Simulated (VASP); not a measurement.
# BaS4 (P4/mmm) in VASP: notebook

Runs on BaS4. Level: PBE. Tasks: single point.

All numbers are computed with VASP 6.6.1; they aren't measurements. Logs are shortened: lines on timing, memory, paths and dates and some standing lists are left out, and cuts for length are marked.

**1. The cell of the first run**

The structure is tetragonal, space group P4/mmm (No. 123). The conventional cell has a = 5.346 Å, b = 5.346 Å, c = 5.547 Å, α = 90.00°, β = 90.00°, γ = 90.00°. Ba (site symmetry 4/mmm) has 8 S at 3.21 Å within 4.2 Å. Within 2.6 Å of S (site symmetry 2mm) lie 1 S at 1.98 Å.

**2. Single point, PBE (atoms taken out)**

File INCAR:

```
PREC = Accurate
ENCUT = 520
EDIFF = 1E-6
ISMEAR = 0
SIGMA = 0.1
LREAL = False
LASPH = True
NELM = 60
ALGO = Normal
ISIF = 2
LWAVE = False
LCHARG = False
GGA = PE
NBANDS = 25
```

File KPOINTS:

```
regular mesh
0
Gamma
  4 4 2
```

File POSCAR:

```
BaS4
1.0
    5.3464901961      0.0000000000      0.0000000000
    0.0000000000      5.3464901961      0.0000000000
    0.0000000000      0.0000000000      5.5466063219
Ba S
1 4
Direct
    0.0000000000      0.0000000000      0.0000000000
    0.5000000000      0.0000000000      0.3215760803
    0.0000000000      0.5000000000      0.6784239197
    0.5000000000      0.0000000000      0.6784239197
    0.0000000000      0.5000000000      0.3215760803
```

Potentials or basis: VASP PAW PBE potentials, release 64 (Ba_sv, S).

Started as:

```
> cat potpaw_PBE.64/Ba_sv/POTCAR potpaw_PBE.64/S/POTCAR > POTCAR
> mpirun -np 1 vasp_std > vasp.out
```

OUTCAR:

```text
PREC = Accurate
   ENCUT = 520
   EDIFF = 1E-6
   ISMEAR = 0
   LREAL = False
   LASPH = True
   NELM = 60
   ISIF = 2
   GGA = PE

 ion  position               nearest neighbor table
   1  0.000  0.000  0.000-   2 3.21   3 3.21   4 3.21   5 3.21   3 3.21   5 3.21   2 3.21   4 3.21

   2  0.500  0.000  0.322-   4 1.98   1 3.21   1 3.21
   3  0.000  0.500  0.678-   5 1.98   1 3.21   1 3.21
   4  0.500  0.000  0.678-   2 1.98   1 3.21   1 3.21
   5  0.000  0.500  0.322-   3 1.98   1 3.21   1 3.21

  LATTYP: Found a simple tetragonal cell.
 ALAT       =     5.3464901961
 C/A-ratio  =     1.0374294385

  Lattice vectors:

 A1 = (   5.3464901961,   0.0000000000,   0.0000000000)
 A2 = (   0.0000000000,   5.3464901961,   0.0000000000)
 A3 = (   0.0000000000,   0.0000000000,   5.5466063219)

Analysis of symmetry for initial positions (statically):
=====================================================================
 Subroutine PRICEL returns:
 Original cell was already a primitive cell.

 Routine SETGRP: Setting up the symmetry group for a
 simple tetragonal supercell.

 Subroutine GETGRP returns: Found 16 space group operations
 (whereof 16 operations were pure point group operations)
 out of a pool of 16 trial point group operations.

The static configuration has the point symmetry D_4h.

Analysis of symmetry for dynamics (positions and initial velocities):
=====================================================================
 Subroutine PRICEL returns:
 Original cell was already a primitive cell.

 Routine SETGRP: Setting up the symmetry group for a
 simple tetragonal supercell.

 Subroutine GETGRP returns: Found 16 space group operations
 (whereof 16 operations were pure point group operations)
 out of a pool of 16 trial point group operations.

The dynamic configuration has the point symmetry D_4h.

 Subroutine INISYM returns: Found 16 space group operations
 (whereof 16 operations are pure point group operations),
 and found     1 'primitive' translations

----------------------------------------------------------------------------------------

                                     Primitive cell

  volume of cell :     158.5495

  direct lattice vectors                    reciprocal lattice vectors
     5.346490196  0.000000000  0.000000000     0.187038592  0.000000000  0.000000000
     0.000000000  5.346490196  0.000000000     0.000000000  0.187038592  0.000000000
[... 78 lines left out ...]
   EDIFF  = 0.1E-05   stopping-criterion for ELM
   LREAL  =      F    real-space projection
   EDIFFG = 0.1E-04   stopping-criterion for IOM
   NSW    =      0    number of steps for IOM
   IBRION =     -1    ionic relax: 0-MD 1-quasi-New 2-CG
   NFREE  =      0    steps in history (QN), initial steepest desc. (CG)
   ISIF   =      2    stress and relaxation
   ISYM   =      2    0-nonsym 1-usesym 2-fastsym
   POTIM  = 0.5000    time-step for ionic-motion
   TEBEG  =    0.0;   TEEND  =   0.0 temperature during run
   PSTRESS=    0.0 pullay stress
   NELECT =      34.0000    total number of electrons
   NUPDOWN=      -1.0000    fix difference up-down
   EMIN   =  10.00;   EMAX   =-10.00  energy-range for DOS
   EFERMI =   0.00;   METHOD = LEGACY
   ISMEAR =     0;   SIGMA  =   0.10  broadening in eV -4-tet -1-fermi 0-gaus
   EFERMI_NEDOS =   21; number of points for ismear=-14 and -15
   IALGO  =     38    algorithm
   IMIX   =      4    mixing-type and parameters
     AMIX     =   0.40;   BMIX     =  1.00
     AMIX_MAG =   1.60;   BMIX_MAG =  1.00
  volume/ion in A,a.u.               =      31.71       213.99
  Fermi-wavevector in a.u.,A,eV,Ry     =   0.979895  1.851733 13.064233  0.960194
  Thomas-Fermi vector in A             =   2.110783
   LORBIT       =      0    0 simple, 1 ext, 2 COOP (PROOUT), +10 PAW based schemes
   GGA     = PE    functional components
   LHFCALC =     F    Hartree Fock is set to
   AEXX    =    0.0000 exact exchange contribution
   IVDW    =     0    specifies the selected vdW correction
   LEPSILON=     F    determine dielectric tensor
   LRPA    =     F    only Hartree local field effects (RPA)
 non-spin polarized calculation
 Gauss-broadening in eV      SIGMA  =   0.10
  energy-cutoff  :      520.00
  volume of cell :      158.55
 maximum number of plane-waves:      4312
 NGX is ok and might be reduce to    40
   NGX = 19   NGY = 19   NGZ = 21

 number of electron      34.0000004 magnetization

 Free energy of the ion-electron system (eV)
  ---------------------------------------------------
  ext. energy  EPLUGINS =         0.00000000
  ---------------------------------------------------
  free energy    TOTEN  =       -21.41979918 eV

  energy without entropy =      -21.40463436  energy(sigma->0) =      -21.41221677

 E-fermi :   1.7457     XC(G=0):  -7.8826

 val. band max:        1.7019704811   @ k =   0.2500   0.0000   0.5000
 cond. band min:       1.8548112225   @ k =   0.2500   0.0000   0.0000
 fundamental gap:      0.1528407414
 Fermi energy:         1.7456703584

 k-point     1 :       0.0000    0.0000    0.0000
  band No.  band energies     occupation
      1     -25.4236      2.00000
      2     -13.4303      2.00000
      3     -13.1003      2.00000
      4     -10.9165      2.00000
      5     -10.7405      2.00000
      6     -10.7405      2.00000
[... 325 lines left out ...]
     24       6.6966      0.00000
     25       8.2057      0.00000

------------------------ aborting loop because EDIFF is reached ----------------------------------------

  FORCE on cell =-STRESS in cart. coord.  units (eV):
  Direction    XX          YY          ZZ          XY          YZ          ZX
  --------------------------------------------------------------------------------------
  -------------------------------------------------------------------------------------
  Total        0.3122132      0.3122132     -0.4313763      0.0000000      0.0000000      0.0000000
  in kB        3.1549827      3.1549827     -4.3591513      0.0000000      0.0000000      0.0000000
  external PRESSURE =       0.6502714 kB  Pullay stress =       0.0000000 kB

 VOLUME and BASIS-vectors are now :
 -----------------------------------------------------------------------------
  energy-cutoff  :      520.00
  volume of cell :      158.55
      direct lattice vectors                 reciprocal lattice vectors
     5.346490196  0.000000000  0.000000000     0.187038592  0.000000000  0.000000000
     0.000000000  5.346490196  0.000000000     0.000000000  0.187038592  0.000000000
     0.000000000  0.000000000  5.546606322     0.000000000  0.000000000  0.180290423

 POSITION                                       TOTAL-FORCE (eV/Angst)
 -----------------------------------------------------------------------------------
      0.00000      0.00000      0.00000         0.000000      0.000000     -0.000000
      2.67325      0.00000      1.78366         0.000000      0.000000      0.203138
      0.00000      2.67325      3.76295        -0.000000     -0.000000     -0.203138
      2.67325      0.00000      3.76295        -0.000000     -0.000000     -0.203138
      0.00000      2.67325      1.78366         0.000000     -0.000000      0.203138
 -----------------------------------------------------------------------------------
    total drift:                                0.000000      0.000000     -0.000000

  FREE ENERGIE OF THE ION-ELECTRON SYSTEM (eV)
  ---------------------------------------------------
  free  energy   TOTEN  =       -21.4197991848 eV

  energy  without entropy=      -21.4046343572  energy(sigma->0) =      -21.41221677
```

stdout:

```text
POSCAR found type information on POSCAR BaS
 POSCAR found :  2 types and       5 ions
 scaLAPACK will be used
 LDA part: xc-table for (Slater+PW92), standard interpolation
 POSCAR, INCAR and KPOINTS ok, starting setup
 FFT: planning ... GRIDC
 FFT: planning ... GRID_SOFT
 FFT: planning ... GRID
 WAVECAR not read
 entering main loop
```

It took 33 s on 1 thread of AMD EPYC 7R13 (Zen 3), shared host; peak memory 0.22 GiB.

Results:

* Free energy: -21.4198 eV
* Pressure: 0.1 GPa
* Largest force: 0.203 eV/Å
* Band gap on the k mesh: zero (bands 17 and 18 overlap by 0.65 eV)

Forces on the atoms (eV/Å):
```
Ba   0.000  0.000  0.000
S    0.000  0.000  0.203
S    0.000  0.000 -0.203
S    0.000  0.000 -0.203
S    0.000  0.000  0.203
```

Levels at points of the mesh, in eV from the Fermi level:
```csv
k point,band 14,band 15,band 16,band 17,band 18,band 19,band 20,band 21
"(0.00, 0.00, 0.00)",-2.67,-1.48,-1.48,0.32,0.32,2.42,3.69,4.37
"(0.50, 0.00, 0.00)",-3.36,-1.19,-0.27,-0.23,-0.14,3.29,3.87,4.40
"(0.50, 0.50, 0.00)",-2.44,-0.99,-0.74,0.28,0.73,3.15,3.78,4.32
"(0.00, 0.00, 0.50)",-2.69,-0.93,-0.93,0.22,0.22,1.03,1.64,4.04
"(0.50, 0.00, 0.50)",-3.26,-1.22,-0.75,-0.66,-0.33,1.41,2.26,4.81
"(0.50, 0.50, 0.50)",-2.35,-1.83,-1.80,-0.53,0.47,2.33,2.33,4.43
```

Caveat: the k points lie up to 0.57 Å⁻¹ apart, too coarse for converged energies and pressures of a metal; the cell differs from its parent crystal (atoms taken out); spin-orbit coupling is left out, which moves the levels of the heavy elements.

**3. Single point, PBE (atoms taken out)**

File INCAR:

```
SYSTEM = BaS4
PREC = Accurate
ENCUT = 520
EDIFF = 1E-6
ISMEAR = 0
SIGMA = 0.1
LREAL = .False.
LASPH = .True.
NELM = 80
ALGO = Normal
ISIF = 2
LWAVE = .False.
LCHARG = .False.
GGA = PE
NBANDS = 25
```

File KPOINTS:

```
Automatic mesh
0
Gamma
  4 4 2
  0 0 0
```

File POSCAR:

```
BaS4
1.0
    5.3300896800      0.0000000000      0.0000000000
    0.0000000000      5.3300896800      0.0000000000
    0.0000000000      0.0000000000      7.5378851100
Ba S
1 4
Direct
    0.0000000000      0.0000000000      0.0000000000
    0.5000000000      0.0000000000      0.2500000000
    0.0000000000      0.5000000000      0.7500000000
    0.5000000000      0.0000000000      0.7500000000
    0.0000000000      0.5000000000      0.2500000000
```

Potentials or basis: VASP PAW PBE potentials, release 64 (Ba_sv, S).

Started as:

```
> cat potpaw_PBE.64/Ba_sv/POTCAR potpaw_PBE.64/S/POTCAR > POTCAR
> mpirun -np 1 vasp_std > vasp.out
```

Wall time 46 s (1 thread of AMD EPYC 7R13 (Zen 3), shared host); peak memory 0.27 GiB.

It converged, with:

| Item | Value |
| --- | --- |
| Free energy | -14.8172 eV |
| Pressure | -4.0 GPa |
| Largest force | 0.030 eV/Å |
| Band gap on the k mesh | zero (bands 17 and 18 overlap by 0.66 eV) |

Forces in eV/Å, atoms in the order of the input:
```
Ba   0.000  0.000  0.000
S    0.000  0.000  0.030
S    0.000  0.000 -0.030
S    0.000  0.000 -0.030
S    0.000  0.000  0.030
```

Stress tensor (GPa, compression positive):
```
-3.25  0.00  0.00
 0.00 -3.25  0.00
 0.00  0.00 -5.35
```

Levels at points of the mesh, in eV from the Fermi level:
```tsv
k point	band 13	band 14	band 15	band 16	band 17	band 18	band 19	band 20
(0.00, 0.00, 0.00)	-1.10	-1.10	0.23	0.23	0.24	0.28	0.28	0.54
(0.50, 0.00, 0.00)	-0.70	-0.67	-0.48	-0.40	-0.38	-0.29	0.23	0.41
(0.50, 0.50, 0.00)	-1.09	-0.99	-0.05	0.23	0.23	0.39	0.46	0.64
(0.00, 0.00, 0.50)	-0.96	-0.73	-0.70	-0.19	0.20	0.20	0.31	0.31
(0.50, 0.00, 0.50)	-0.58	-0.58	-0.56	-0.53	-0.45	-0.41	-0.36	-0.29
(0.50, 0.50, 0.50)	-0.56	-0.56	-0.44	-0.44	0.01	0.32	0.53	0.56
```

Caveat: the k points lie up to 0.42 Å⁻¹ apart, too coarse for converged energies and pressures of a metal; the cell differs from its parent crystal (atoms taken out); spin-orbit coupling is left out, which moves the levels of the heavy elements.

**4. Single point, PBE (atoms taken out)**

File INCAR:

```
ALGO = Normal
EDIFF = 1E-7
ENCUT = 520
GGA = PE
ISIF = 2
ISMEAR = 0
LASPH = T
LCHARG = T
LELF = T
LREAL = F
LVHAR = T
LWAVE = F
NBANDS = 25
NELM = 60
PREC = Accurate
SIGMA = 0.1
```

File KPOINTS:

```
k-points
0
Gamma
  4 4 4
```

File POSCAR:

```
BaS4
1.0
    5.3791250119      0.0000000000      0.0000000000
    0.0000000000      5.3791250119      0.0000000000
    0.0000000000      0.0000000000      5.4478365968
Ba S
1 4
Direct
    0.0000000000      0.0000000000      0.0000000000
    0.5000000000      0.0000000000      0.3181498938
    0.0000000000      0.5000000000      0.6818501062
    0.5000000000      0.0000000000      0.6818501062
    0.0000000000      0.5000000000      0.3181498938
```

Started as:

```
> cat potpaw_PBE.64/Ba_sv/POTCAR potpaw_PBE.64/S/POTCAR > POTCAR
> mpirun -np 1 vasp_std > vasp.out
```

Wall time 52 s (1 thread of AMD EPYC 7R13 (Zen 3), shared host); peak memory 0.24 GiB.

Results (log left out):

```
Free energy            : -21.4695 eV
Pressure               : 0.3 GPa
Largest force          : 0.171 eV/Å
Band gap on the k mesh : zero (bands 17 and 18 overlap by 0.77 eV)
```

Forces on the atoms (eV/Å):
```
Ba   0.000  0.000  0.000
S    0.000  0.000  0.171
S    0.000  0.000 -0.171
S    0.000  0.000 -0.171
S    0.000  0.000  0.171
```

Stress tensor (GPa, compression positive):
```
 0.60  0.00  0.00
 0.00  0.60  0.00
 0.00  0.00 -0.40
```

Levels at points of the mesh, in eV from the Fermi level:
| k point | band 13 | band 14 | band 15 | band 16 | band 17 | band 18 | band 19 | band 20 | band 21 | band 22 |
| --- | --- | --- | --- | --- | --- | --- | --- | --- | --- | --- |
| (0.00, 0.00, 0.00) | -2.64 | -2.64 | -1.39 | -1.39 | 0.39 | 0.39 | 2.49 | 3.74 | 4.44 | 4.95 |
| (0.50, 0.00, 0.00) | -3.39 | -3.28 | -1.12 | -0.18 | -0.13 | -0.04 | 3.29 | 4.00 | 4.68 | 5.12 |
| (0.50, 0.50, 0.00) | -2.88 | -2.41 | -0.85 | -0.61 | 0.32 | 0.78 | 3.34 | 3.75 | 4.59 | 4.59 |
| (0.00, 0.00, 0.50) | -2.64 | -2.64 | -0.85 | -0.85 | 0.24 | 0.24 | 1.15 | 1.73 | 4.12 | 4.58 |
| (0.50, 0.00, 0.50) | -3.23 | -3.18 | -1.20 | -0.72 | -0.62 | -0.26 | 1.51 | 2.30 | 4.97 | 4.98 |
| (0.50, 0.50, 0.50) | -2.58 | -2.31 | -1.77 | -1.73 | -0.58 | 0.47 | 2.35 | 2.35 | 4.44 | 4.44 |

Caveat: the cell differs from its parent crystal (atoms taken out); spin-orbit coupling is left out, which moves the levels of the heavy elements.

**5. Summary**

| cell | k mesh | gap on the mesh (eV) | pressure (GPa) | largest force (eV/Å) |
| --- | --- | --- | --- | --- |
| a = 5.346, b = 5.346, c = 5.547 Å, 5 atoms, atomic positions A | 4 × 4 × 2 | none | 0.1 | 0.20 |
| a = 5.330, b = 5.330, c = 7.538 Å, 5 atoms, atomic positions B | 4 × 4 × 2 | none | -4.0 | 0.03 |
| a = 5.379, b = 5.379, c = 5.448 Å, 5 atoms, atomic positions C | 4 × 4 × 4 | none | 0.3 | 0.17 |

Alike in all rows: task single point; level PBE; potentials or basis VASP PAW PBE potentials, release 64 (Ba_sv, S); no spin polarisation; cutoff (eV) 520; smearing gaussian 0.1 eV.

Caveats: some runs use coarse meshes; spin-orbit coupling is left out, which moves the levels of the heavy elements.

Absolute energies hang on the potentials; compare differences alone.
